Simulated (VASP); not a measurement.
# BeTe (F-43m) in VASP: notebook

BeTe is run at these levels: PBEsol; tasks: single point, relaxation of cell and atoms.

Program: VASP 6.6.1. These are calculated values, not measurements. Logs are shortened: lines on timing, memory, paths and dates and some standing lists are left out, and cuts for length are marked.

## 1. The cell of the first run

It takes space group F-43m (No. 216, cubic). The conventional cell has a = 5.575 Å, b = 5.575 Å, c = 5.575 Å, α = 90.00°, β = 90.00°, γ = 90.00°. Within 3.2 Å of Be (site symmetry -43m) lie 4 Te at 2.41 Å. Te (site symmetry -43m) has 4 Be at 2.41 Å within 3.2 Å.

## 2. Single point, PBEsol

INCAR reads:

```
ALGO = Normal ; EDIFF = 1E-6
ENCUT = 520 ; GGA = PS
ISIF = 2 ; ISMEAR = 0
LASPH = T ; LCHARG = F
LREAL = F ; LWAVE = F
NBANDS = 11 ; NELM = 60
PREC = Accurate ; SIGMA = 0.01
```

KPOINTS reads:

```
k-points
0
Gamma
  8 8 8
```

POSCAR reads:

```
BeTe
1.0
    0.0000000000      2.7875808297      2.7875808297
    2.7875808297      0.0000000000      2.7875808297
    2.7875808297      2.7875808297      0.0000000000
Be Te
1 1
Direct
    0.0000000000      0.0000000000      0.0000000000
    0.7500000000      0.7500000000      0.7500000000
```

Potentials or basis: VASP PAW PBE potentials, release 64 (Be, Te).

The run is started by

```console
> cat potpaw_PBE.64/Be/POTCAR potpaw_PBE.64/Te/POTCAR > POTCAR
> mpirun -np 1 vasp_std > vasp.out
```

OUTCAR:

```text
EDIFF = 1E-6
   ENCUT = 520
   GGA = PS
   ISIF = 2
   ISMEAR = 0
   LASPH = T
   LREAL = F
   NELM = 60
   PREC = Accurate

 ion  position               nearest neighbor table
   1  0.000  0.000  0.000-   2 2.41   2 2.41   2 2.41   2 2.41
   2  0.750  0.750  0.750-   1 2.41   1 2.41   1 2.41   1 2.41

  LATTYP: Found a face centered cubic cell.
 ALAT       =     5.5751616594

  Lattice vectors:

 A1 = (   0.0000000000,   2.7875808297,   2.7875808297)
 A2 = (   2.7875808297,   0.0000000000,   2.7875808297)
 A3 = (   2.7875808297,   2.7875808297,   0.0000000000)

Analysis of symmetry for initial positions (statically):
=====================================================================
 Subroutine PRICEL returns:
 Original cell was already a primitive cell.

 Routine SETGRP: Setting up the symmetry group for a
 face centered cubic supercell.

 Subroutine GETGRP returns: Found 24 space group operations
 (whereof 24 operations were pure point group operations)
 out of a pool of 48 trial point group operations.

The static configuration has the point symmetry T_d .

Analysis of symmetry for dynamics (positions and initial velocities):
=====================================================================
 Subroutine PRICEL returns:
 Original cell was already a primitive cell.

 Routine SETGRP: Setting up the symmetry group for a
 face centered cubic supercell.

 Subroutine GETGRP returns: Found 24 space group operations
 (whereof 24 operations were pure point group operations)
 out of a pool of 48 trial point group operations.

The dynamic configuration has the point symmetry T_d .

 Subroutine INISYM returns: Found 24 space group operations
 (whereof 24 operations are pure point group operations),
 and found     1 'primitive' translations

----------------------------------------------------------------------------------------

                                     Primitive cell

  volume of cell :      43.3224

  direct lattice vectors                    reciprocal lattice vectors
     0.000000000  2.787580830  2.787580830    -0.179366996  0.179366996  0.179366996
     2.787580830  0.000000000  2.787580830     0.179366996 -0.179366996  0.179366996
     2.787580830  2.787580830  0.000000000     0.179366996  0.179366996 -0.179366996

  length of vectors
     3.942234616  3.942234616  3.942234616     0.310672751  0.310672751  0.310672751

  position of ions in fractional coordinates (direct lattice)
     0.000000000  0.000000000  0.000000000
     0.750000000  0.750000000  0.750000000

  ion indices of the primitive-cell ions
   primitive index   ion index
                 1           1
                 2           2

----------------------------------------------------------------------------------------

 KPOINTS: k-points

Automatic generation of k-mesh.
 Grid dimensions read from file:
 generate k-points for:    8    8    8

 Generating k-lattice:

  Cartesian coordinates                     Fractional coordinates (reciprocal lattice)
    -0.022420875  0.022420875  0.022420875     0.125000000  0.000000000  0.000000000
     0.022420875 -0.022420875  0.022420875     0.000000000  0.125000000  0.000000000
     0.022420875  0.022420875 -0.022420875     0.000000000  0.000000000  0.125000000

  Length of vectors
     0.038834094  0.038834094  0.038834094

  Shift w.r.t. Gamma in fractional coordinates (k-lattice)
     0.000000000  0.000000000  0.000000000

 Subroutine IBZKPT returns following result:
 ===========================================

 Found     29 irreducible k-points:

 Following reciprocal coordinates:
            Coordinates               Weight
  0.000000  0.000000  0.000000      1.000000
  0.125000  0.000000  0.000000      8.000000
  0.250000  0.000000  0.000000      8.000000
  0.375000  0.000000  0.000000      8.000000
  0.500000  0.000000  0.000000      4.000000
  0.125000  0.125000  0.000000      6.000000
[... 16 lines left out ...]
  0.500000  0.250000  0.125000     48.000000
 -0.375000  0.250000  0.125000     24.000000
 [... further k-points ...]
   k-points           NKPTS =     29   k-points in BZ     NKDIM =     29   number of bands    NBANDS=     11
   number of dos      NEDOS =    301   number of ions     NIONS =      2
   total plane-waves  NPLWV =  27000
   dimension x,y,z NGX =    30 NGY =   30 NGZ =   30
   dimension x,y,z NGXF=    60 NGYF=   60 NGZF=   60
   ions per type =               1   1
   NGX,Y,Z   is equivalent  to a cutoff of  12.65, 12.65, 12.65 a.u.
   NGXF,Y,Z  is equivalent  to a cutoff of  25.30, 25.30, 25.30 a.u.
 SYSTEM =  unknown system
   PREC   = accura    normal or accurate (medium, high low for compatibility)
   ISTART =      0    job   : 0-new  1-cont  2-samecut
   ICHARG =      2    charge: 1-file 2-atom 10-const
   ISPIN  =      1    spin polarized calculation?
   LNONCOLLINEAR =      F non collinear calculations
   LSORBIT =      F    spin-orbit coupling
   LASPH  =      T    aspherical Exc in radial PAW
[... 31 lines left out ...]
   LEPSILON=     F    determine dielectric tensor
   LRPA    =     F    only Hartree local field effects (RPA)
 non-spin polarized calculation
 Gauss-broadening in eV      SIGMA  =   0.01
  energy-cutoff  :      520.00
  volume of cell :       43.32
 maximum number of plane-waves:      1211
 NGX is ok and might be reduce to    30
   NGX = 15   NGY = 15   NGZ = 15

 number of electron       7.9999999 magnetization

 Free energy of the ion-electron system (eV)
  ---------------------------------------------------
  ext. energy  EPLUGINS =         0.00000000
  ---------------------------------------------------
  free energy    TOTEN  =        -8.21258065 eV

  energy without entropy =       -8.21258065  energy(sigma->0) =       -8.21258065

 E-fermi :   5.4060     XC(G=0):  -9.3226

 val. band max:        5.3483262491   @ k =   0.0000   0.0000   0.0000
 cond. band min:       7.1255273251   @ k =   0.5000   0.5000   0.0000
 fundamental gap:      1.7772010760
 Fermi energy:         5.4059951478

 k-point     1 :       0.0000    0.0000    0.0000
  band No.  band energies     occupation
      1      -7.1893      2.00000
      2       5.3483      2.00000
      3       5.3483      2.00000
      4       5.3483      2.00000
      5       8.9209      0.00000
      6       8.9209      0.00000
      7       8.9209      0.00000
      8       9.3021      0.00000
      9      13.5853      0.00000
     10      15.6551      0.00000
     11      15.6551      0.00000

 k-point     2 :       0.1250    0.0000    0.0000
  band No.  band energies     occupation
      1      -7.0346      2.00000
      2       3.9792      2.00000
      3       5.0985      2.00000
      4       5.0985      2.00000
      5       8.8956      0.00000
      6       9.2806      0.00000
      7       9.2806      0.00000
      8      10.5878      0.00000
      9      14.0021      0.00000
     10      14.6394      0.00000
     11      14.6394      0.00000

 k-point     3 :       0.2500    0.0000    0.0000
  band No.  band energies     occupation
      1      -6.6058      2.00000
      2       1.8971      2.00000
      3       4.6383      2.00000
      4       4.6383      2.00000
      5       8.6876      0.00000
      6       9.8197      0.00000
      7       9.8197      0.00000
      8      12.4766      0.00000
      9      14.3128      0.00000
     10      14.3584      0.00000
     11      14.3584      0.00000

 k-point     4 :       0.3750    0.0000    0.0000
  band No.  band energies     occupation
      1      -6.0542      2.00000
      2       0.2449      2.00000
      3       4.2876      2.00000
      4       4.2876      2.00000
      5       8.5228      0.00000
      6       9.9322      0.00000
      7       9.9322      0.00000
      8      13.0797      0.00000
      9      15.1899      0.00000
     10      15.4538      0.00000
     11      15.4538      0.00000
[... 239 lines left out ...]
 k-point    22 :       0.3750    0.2500    0.1250
  band No.  band energies     occupation
      1      -6.2501      2.00000
      2       1.6541      2.00000
      3       2.9803      2.00000
      4       4.0586      2.00000
      5       8.8768      0.00000
      6      10.2836      0.00000
      7      10.6415      0.00000
      8      11.6983      0.00000
      9      14.4774      0.00000
     10      15.9150      0.00000
     11      16.5800      0.00000

 k-point    23 :       0.5000    0.2500    0.1250
  band No.  band energies     occupation
      1      -5.7583      2.00000
      2       0.5452      2.00000
      3       2.4311      2.00000
      4       3.5760      2.00000
      5       9.3289      0.00000
      6      10.0244      0.00000
      7      11.2734      0.00000
      8      12.3225      0.00000
      9      15.2338      0.00000
     10      15.7378      0.00000
     11      17.6411      0.00000

 k-point    24 :      -0.3750    0.2500    0.1250
  band No.  band energies     occupation
      1      -5.5070      2.00000
      2       0.0200      2.00000
      3       2.3238      2.00000
      4       3.3398      2.00000
      5       9.4804      0.00000
      6       9.7202      0.00000
      7      12.1000      0.00000
      8      13.1629      0.00000
      9      13.8227      0.00000
     10      16.9486      0.00000
     11      17.2785      0.00000

 [... further k-points ...]
[... 5 lines left out ...]
  --------------------------------------------------------------------------------------
  -------------------------------------------------------------------------------------
  Total        0.3422320      0.3422320      0.3422320      0.0000000     -0.0000000      0.0000000
  in kB       12.6566491     12.6566491     12.6566491      0.0000000     -0.0000000      0.0000000
  external PRESSURE =      12.6566491 kB  Pullay stress =       0.0000000 kB

 VOLUME and BASIS-vectors are now :
 -----------------------------------------------------------------------------
  energy-cutoff  :      520.00
  volume of cell :       43.32
      direct lattice vectors                 reciprocal lattice vectors
     0.000000000  2.787580830  2.787580830    -0.179366996  0.179366996  0.179366996
     2.787580830  0.000000000  2.787580830     0.179366996 -0.179366996  0.179366996
     2.787580830  2.787580830  0.000000000     0.179366996  0.179366996 -0.179366996

 POSITION                                       TOTAL-FORCE (eV/Angst)
 -----------------------------------------------------------------------------------
      0.00000      0.00000      0.00000        -0.000000     -0.000000      0.000000
      4.18137      4.18137      4.18137         0.000000      0.000000     -0.000000
 -----------------------------------------------------------------------------------
    total drift:                               -0.000000     -0.000000     -0.000000

  FREE ENERGIE OF THE ION-ELECTRON SYSTEM (eV)
  ---------------------------------------------------
  free  energy   TOTEN  =        -8.2125806474 eV

  energy  without entropy=       -8.2125806474  energy(sigma->0) =       -8.21258065
```

Wall time 9.1 s (1 thread of Intel Xeon Platinum 8488C (Sapphire Rapids), shared host); peak memory 0.17 GiB.

What came out:

* Free energy: -8.2126 eV
* Pressure: 1.3 GPa
* Band gap on the k mesh: 1.78 eV, indirect (least direct gap 3.57 eV)

Caveat: the PAW data sets were made with another functional, which shifts forces and pressure a little; spin-orbit coupling is left out, which moves the levels of the heavy elements.

## 3. Single point, PBEsol

This run uses another cell than the first one, of 21.35 Å³/atom, 0.986 times its volume.

INCAR reads:

```
PREC = Accurate
ENCUT = 520
EDIFF = 1E-6
ISMEAR = 0
SIGMA = 0.01
LREAL = F
LASPH = T
NELM = 100
ALGO = Normal
ISIF = 2
LWAVE = F
LCHARG = F
GGA = PS
NBANDS = 11
```

KPOINTS reads:

```
Automatic mesh
0
Gamma
  8 8 8
```

POSCAR reads:

```
BeTe
1.0
    0.0000000000      2.7740586588      2.7740586588
    2.7740586588      0.0000000000      2.7740586588
    2.7740586588      2.7740586588      0.0000000000
Be Te
1 1
Direct
    0.0000000000      0.0000000000      0.0000000000
    0.7500000000      0.7500000000      0.7500000000
```

Potentials or basis: VASP PAW PBE potentials, release 64 (Be, Te).

The run is started by

```console
> cat potpaw_PBE.64/Be/POTCAR potpaw_PBE.64/Te/POTCAR > POTCAR
> mpirun -np 1 vasp_std > vasp.out
```

Wall time 11 s (1 thread of Intel Xeon Platinum 8488C (Sapphire Rapids), shared host); peak memory 0.17 GiB.

Results (log left out):

- Free energy: -8.2058 eV
- Pressure: 2.2 GPa
- Band gap on the k mesh: 1.74 eV, indirect (least direct gap 3.56 eV)

Levels at points of the mesh, in eV from the valence-band top:
```tsv
k point	band 1	band 2	band 3	band 4	band 5	band 6	band 7	band 8	band 9
(0.00, 0.00, 0.00)	-12.64	0.00	0.00	0.00	3.56	3.56	3.56	4.06	8.26
(0.50, 0.00, 0.00)	-11.17	-5.87	-1.21	-1.21	3.16	4.53	4.53	7.64	11.04
(0.50, 0.50, 0.00)	-10.64	-5.38	-2.83	-2.83	1.74	2.55	9.99	9.99	11.78
```

Caveat: the PAW data sets were made with another functional, which shifts forces and pressure a little; spin-orbit coupling is left out, which moves the levels of the heavy elements.

## 4. Relaxation of cell and atoms, PBEsol, target pressure 1 GPa, at which the enthalpy is minimised

This run uses another cell than the first one, of 22.02 Å³/atom, 1.016 times its volume.

INCAR reads:

```
  PREC = Accurate
  ENCUT = 600
  EDIFF = 1E-6
  ISMEAR = 0
  SIGMA = 0.01
  LREAL = False
  LASPH = True
  NELM = 100
  ALGO = Normal
  ISIF = 3
  LWAVE = False
  LCHARG = False
  GGA = PS
  IBRION = 2
  NSW = 100
  EDIFFG = -0.002
  PSTRESS = 10.0
```

KPOINTS reads:

```
regular mesh
0
Gamma
  8 8 8
```

POSCAR reads:

```
BeTe
1.0
    0.0000000000      2.8027741266      2.8027741266
    2.8027741266      0.0000000000      2.8027741266
    2.8027741266      2.8027741266      0.0000000000
Be Te
1 1
Direct
    0.0000000000      0.0000000000      0.0000000000
    0.7500000000      0.7500000000      0.7500000000
```

The run is started by

```console
> cat potpaw_PBE.64/Be/POTCAR potpaw_PBE.64/Te/POTCAR > POTCAR
> mpirun -np 1 vasp_std > vasp.out
```

Run time: 21 s. Hardware: 1 thread of Intel Xeon Platinum 8488C (Sapphire Rapids), shared host; peak memory 0.18 GiB.

Results (log left out):

```yaml
Free_energy: -8.2138 eV
Relaxed_volume: 21.74 Å³/atom
Relaxed_cell: a = 3.947 Å, b = 3.947 Å, c = 3.947 Å, α = 60.00°, β = 60.00°, γ = 60.00°
Space_group_after_relaxing_to_0.05_Å: F-43m (No. 216)
Energy_change_on_relaxing_the_enthalpy_is_what_falls: +1.0 meV/atom
Ionic_steps: 3
Pressure_after_relaxing: 1.0 GPa
Band_gap_on_the_k_mesh: 1.79 eV, indirect (least direct gap 3.58 eV)
```

The path:
```csv
step,energy change (eV),largest force (eV/Å),pressure (GPa),volume (Å³)
1,0.0000,0.0000,0.22,44.03
2,0.0030,0.0000,1.20,43.36
3,0.0021,0.0000,1.01,43.49
```

Final structure:
```yaml
crystal:
  lattice:
    - [0.00000, 2.79115, 2.79115]
    - [2.79115, 0.00000, 2.79115]
    - [2.79115, 2.79115, 0.00000]
  atoms:
    - { symbol: Be, position: [0.00000, 0.00000, 0.00000] }
    - { symbol: Te, position: [0.75000, 0.75000, 0.75000] }
```

Levels at points of the mesh, in eV from the valence-band top:
| k point | band 1 | band 2 | band 3 | band 4 | band 5 | band 6 | band 7 | band 8 |
| --- | --- | --- | --- | --- | --- | --- | --- | --- |
| (0.00, 0.00, 0.00) | -12.51 | 0.00 | 0.00 | 0.00 | 3.58 | 3.58 | 3.58 | 3.93 |
| (0.50, 0.00, 0.00) | -11.09 | -5.75 | -1.18 | -1.18 | 3.11 | 4.54 | 4.54 | 7.66 |
| (0.50, 0.50, 0.00) | -10.58 | -5.27 | -2.76 | -2.76 | 1.79 | 2.58 | 9.88 | 9.88 |

Caveat: the cell is relaxed towards a set pressure, so the enthalpy falls and the energy may rise; the PAW data sets were made with another functional, which shifts forces and pressure a little; spin-orbit coupling is left out, which moves the levels of the heavy elements. A k mesh can miss the band edges.

## 5. Relaxation of cell and atoms, PBEsol, target pressure 2 GPa, at which the enthalpy is minimised

This run uses another cell than the first one, of 22.02 Å³/atom, 1.016 times its volume.

INCAR reads:

```
SYSTEM = BeTe
PREC = Accurate ; ENCUT = 600
EDIFF = 1E-6 ; ISMEAR = 0
SIGMA = 0.01 ; LREAL = .False.
LASPH = .True. ; NELM = 80
ALGO = Normal ; ISIF = 3
LWAVE = .False. ; LCHARG = .False.
GGA = PS ; IBRION = 2
NSW = 100 ; EDIFFG = -0.002
PSTRESS = 20.0
```

KPOINTS reads:

```
regular mesh
0
Gamma
  8 8 8
  0 0 0
```

POSCAR is that of step 4.

The run is started by

```console
> cat potpaw_PBE.64/Be/POTCAR potpaw_PBE.64/Te/POTCAR > POTCAR
> mpirun -np 1 vasp_std > vasp.out
```

Run time: 28 s. Hardware: 1 thread of Intel Xeon Platinum 8488C (Sapphire Rapids), shared host; peak memory 0.18 GiB.

Results (log left out):

- Free energy: -8.2077 eV
- Relaxed volume: 21.42 Å³/atom
- Relaxed cell: a = 3.927 Å, b = 3.927 Å, c = 3.927 Å, α = 60.00°, β = 60.00°, γ = 60.00°
- Space group after relaxing (to 0.05 Å): F-43m (No. 216)
- Energy change on relaxing (the enthalpy is what falls): +4.1 meV/atom
- Ionic steps: 3
- Pressure after relaxing: 2.0 GPa
- Band gap on the k mesh: 1.75 eV, indirect (least direct gap 3.56 eV)

The path:
```
step  energy change (eV)  largest force (eV/Å)  pressure (GPa)  volume (Å³)
   1              0.0000                0.0000            0.22        44.03
   2              0.0130                0.0000            2.55        42.50
   3              0.0082                0.0000            2.01        42.84
```

Final structure:
```
CELL_PARAMETERS angstrom
0.00000 2.77711 2.77711
2.77711 0.00000 2.77711
2.77711 2.77711 0.00000
ATOMIC_POSITIONS crystal
Be 0.00000 0.00000 0.00000
Te 0.75000 0.75000 0.75000
```

Levels at points of the mesh, in eV from the valence-band top:
| k point | band 1 | band 2 | band 3 | band 4 | band 5 | band 6 | band 7 | band 8 |
| --- | --- | --- | --- | --- | --- | --- | --- | --- |
| (0.00, 0.00, 0.00) | -12.62 | 0.00 | 0.00 | 0.00 | 3.56 | 3.56 | 3.56 | 4.04 |
| (0.50, 0.00, 0.00) | -11.16 | -5.85 | -1.21 | -1.21 | 3.15 | 4.54 | 4.54 | 7.65 |
| (0.50, 0.50, 0.00) | -10.63 | -5.36 | -2.82 | -2.82 | 1.75 | 2.55 | 9.97 | 9.97 |

Caveat: the cell is relaxed towards a set pressure, so the enthalpy falls and the energy may rise; the PAW data sets were made with another functional, which shifts forces and pressure a little; spin-orbit coupling is left out, which moves the levels of the heavy elements. A k mesh can miss the band edges.

## 6. Overview

```tsv
task	cell	cutoff (eV)	gap on the mesh (eV)	pressure (GPa)
single point	a = 3.942 Å, angles 60.0°, 2 atoms	520	1.78	1.3
single point	a = 3.923 Å, angles 60.0°, 2 atoms	520	1.74	2.2
relaxation of cell and atoms	relaxed to 1 GPa from a = 3.964 Å, angles 60.0°, 2 atoms	600	1.79	1.0
relaxation of cell and atoms	relaxed to 2 GPa from a = 3.964 Å, angles 60.0°, 2 atoms	600	1.75	2.0
```

Alike in all rows: level PBEsol; potentials or basis VASP PAW PBE potentials, release 64 (Be, Te); no spin polarisation; k mesh 8 × 8 × 8; smearing gaussian 0.01 eV.

Caveats: the PAW data sets were made with another functional, which shifts forces and pressure a little; spin-orbit coupling is left out, which moves the levels of the heavy elements; the cell is relaxed towards a set pressure, so the enthalpy falls and the energy may rise (some runs).

Total energies depend on the potentials used, so only differences within one code and one set of settings carry meaning.
